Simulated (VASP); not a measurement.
Write the native input for VASP 6.6.1 that does the following.

| Item | Value |
| --- | --- |
| Task | single point |
| Functional | PBE |
| Potentials or basis | VASP PAW PBE potentials, release 64 (B, N) |
| Cutoff | 520 eV |
| k mesh | 3 × 3 × 8 |
| Occupations | gaussian, width 0.1 eV |
| Spin | no spin polarisation |
| Dipole correction | no |
| Further INCAR settings | ALGO = Normal; EDIFF = 1e-06; NBANDS = 26 |

The structure of BN lies in POSCAR:

```
BN
1.0
    6.1522440700      0.0000000000      0.0000000000
   -3.0761220300      5.3279996500      0.0000000000
    0.0000000000      0.0000000000      2.4608980500
B N
4 4
Direct
    0.5333333200      0.0666666400      0.0000000000
    0.9333333600      0.4666666800      0.0000000000
    0.5333333200      0.4666666800      0.0000000000
    0.3333333300      0.6666666700      0.5000000000
    0.4666666800      0.9333333600      0.5000000000
    0.0666666400      0.5333333200      0.5000000000
    0.4666666800      0.5333333200      0.5000000000
    0.6666666700      0.3333333300      0.0000000000
```

These files were run (other wordings do the same):

INCAR

```
PREC = Accurate
ENCUT = 520
EDIFF = 1E-6
ISMEAR = 0
SIGMA = 0.1
LREAL = False
LASPH = True
NELM = 100
ALGO = Normal
ISIF = 2
LWAVE = False
LCHARG = True
GGA = PE
LELF = True
LVHAR = True
NBANDS = 26
```

KPOINTS

```
Automatic mesh
0
Gamma
  3 3 8
```

Potentials or basis: VASP PAW PBE potentials, release 64 (B, N).

Launch:

```sh
$ cat potpaw_PBE.64/B/POTCAR potpaw_PBE.64/N/POTCAR > POTCAR
$ mpirun -np 1 vasp_std > vasp.out
```

Results of the run:

```
Pressure               : 21.2 GPa
Largest force          : 1.049 eV/Å
Band gap on the k mesh : zero (band 16 reaches 3.93 eV, above the bottom of band 17 at 3.46 eV)
```

Caveat: the k points lie up to 0.39 Å⁻¹ apart; forces of over 1 eV/Å act on the atoms, so gaps and moduli don't describe the material at rest.

It took 26 s on 1 thread of AMD EPYC 9R45 96-Core Processor (Zen 5), on a shared host, peak memory 0.16 GiB.
